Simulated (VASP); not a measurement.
## Pd: single point with LDA

The system is Pd.

```xyz
1
Lattice="0.0000 1.9465 1.9465 1.9465 0.0000 1.9465 1.9465 1.9465 0.0000" Properties=species:S:1:pos:R:3 pbc="T T T"
Pd    0.0000    0.0000    0.0000
```

```yaml
Program: VASP 6.6.1
Task: single point
Functional: LDA
Potentials_or_basis: VASP PAW LDA potentials, release 64 (Pd)
Cutoff: 520 eV
k_mesh: 12 × 12 × 12
Occupations: fermi-dirac, width 0.05 eV
Spin: no spin polarisation
```

```
Pressure               : -8.4 GPa
Band gap on the k mesh : zero (band 5 reaches 9.87 eV, above the bottom of band 6 at 8.29 eV)
```

Levels at points of the mesh, in eV from the Fermi level:
| k point | band 1 | band 2 | band 3 | band 4 | band 5 | band 6 | band 7 | band 8 | band 9 | band 10 |
| --- | --- | --- | --- | --- | --- | --- | --- | --- | --- | --- |
| (0.00, 0.00, 0.00) | -7.20 | -2.85 | -2.85 | -2.85 | -1.21 | -1.21 | 17.17 | 21.88 | 21.88 | 21.88 |
| (0.50, 0.00, 0.00) | -5.33 | -2.89 | -2.89 | 0.00 | 0.00 | 0.98 | 7.27 | 16.54 | 20.95 | 20.95 |
| (0.50, 0.50, 0.00) | -5.40 | -5.13 | -0.02 | 0.31 | 0.31 | 3.28 | 10.74 | 13.09 | 13.09 | 21.55 |

It took 6.7 s on 1 thread of Intel(R) Xeon(R) Platinum 8488C (Sapphire Rapids), on a shared host, peak memory 0.12 GiB.
